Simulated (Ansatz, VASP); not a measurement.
**One calculation of Be, two programs**

The input INCAR:

```
SYSTEM = Be
ALGO = Normal
EDIFF = 1E-6
ENCUT = 520
GGA = PE
ISIF = 2
ISMEAR = -1
LASPH = .TRUE.
LCHARG = .TRUE.
LELF = .TRUE.
LREAL = .FALSE.
LVHAR = .TRUE.
LWAVE = .FALSE.
NBANDS = 7
NELM = 100
PREC = Accurate
SIGMA = 0.05
```

The input KPOINTS:

```
k-points
0
G
  20 20 18
  0 0 0
```

The input POSCAR:

```
Be
1.0
    1.7435935353      0.0000000000      0.0000000000
   -0.8717967677      1.5099962955      0.0000000000
    0.0000000000      0.0000000000      1.6747797164
Be
1
Direct
    0.0000000000      0.0000000000      0.0000000000
```

Input for Ansatz:

```yaml
crystal:
  lattice:
    - [1.7435935353, 0.0, 0.0]
    - [-0.8717967677, 1.5099962955, 0.0]
    - [0.0, 0.0, 1.6747797164]
  atoms:
    - { symbol: Be, position: [0.0, 0.0, 0.0] }
kpoints:
  mp_grid: { grid: [20, 20, 18] }
scf:
  occupations: { method: fermi_dirac, width: 0.05 }
hamiltonian:
  xc: pbe
  pseudopotentials: { kind: all_electron, lapw: { basis_error: 0.001 } }
output:
  forces: true
  stress: true
  eigenvalues: true
  populations: true
```

Change from the starting cell: volume scaled by 0.45, LAPW.

Alike in both runs: task single point; functional PBE; k mesh 20 × 20 × 18; occupations fermi-dirac, width 0.05 eV; no spin polarisation.

|  | VASP | Ansatz |
| --- | --- | --- |
| version | VASP 6.6.1 | Ansatz 0.2.0 |
| potentials or method | VASP PAW PBE potentials, release 64 (Be), cutoff 520 eV | all-electron LAPW, scalar-relativistic |

```csv
,VASP,Ansatz,Ansatz less VASP
pressure (GPa),221.6,220.0,-1.64
"traceless stress, the component that is largest in VASP (GPa)",-0.51,-0.34,+0.170
```

Both programs put the cell under a high pressure, so it lies far from rest at this level. Ansatz ran all-electron here, and VASP with PAW potentials.

Noted on VASP's run: the cell as given lies far from equilibrium.
